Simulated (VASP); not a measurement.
Input of a VASP 6.6.1 run:

File INCAR:

```
SYSTEM = C
PREC     = Accurate       ! precision mode
ENCUT    = 520            ! plane-wave cutoff, eV
EDIFF    = 1E-6           ! SCF threshold, eV
ISMEAR   = -1             ! smearing method
SIGMA    = 0.08           ! smearing width, eV
LREAL    = .FALSE.        ! projectors in reciprocal space
LASPH    = .TRUE.         ! aspherical terms in the spheres
NELM     = 100            ! most SCF steps
ALGO     = Normal         ! electronic algorithm
ISIF     = 2              ! what is computed and relaxed
LWAVE    = .FALSE.        ! write WAVECAR
LCHARG   = .TRUE.         ! write CHGCAR
GGA      = PS             ! functional
LELF     = .TRUE.         ! ELF
LVHAR    = .TRUE.       
NBANDS   = 8              ! bands
```

Contents of KPOINTS:

```
Automatic mesh
0
G
  24 24 24
  0 0 0
```

Contents of POSCAR:

```
C
1.0
    0.0000000000      1.4771005173      1.4771005173
    1.4771005173      0.0000000000      1.4771005173
    1.4771005173      1.4771005173      0.0000000000
C
1
Direct
    0.0000000000      0.0000000000      0.0000000000
```

Potentials or basis: VASP PAW PBE potentials, release 64 (C).

The run is started by

```bash
$ cat potpaw_PBE.64/C/POTCAR > POTCAR
$ mpirun -np 1 vasp_std > vasp.out
```

(1) Predict the pressure.

(2) Predict the band gap on the k mesh.

Answers

(1) 16.5 GPa.

(2) zero (band 2 reaches 18.43 eV, above the bottom of band 3 at 5.63 eV).

Caveat: the PAW data sets were made with another functional, which shifts forces and pressure a little.
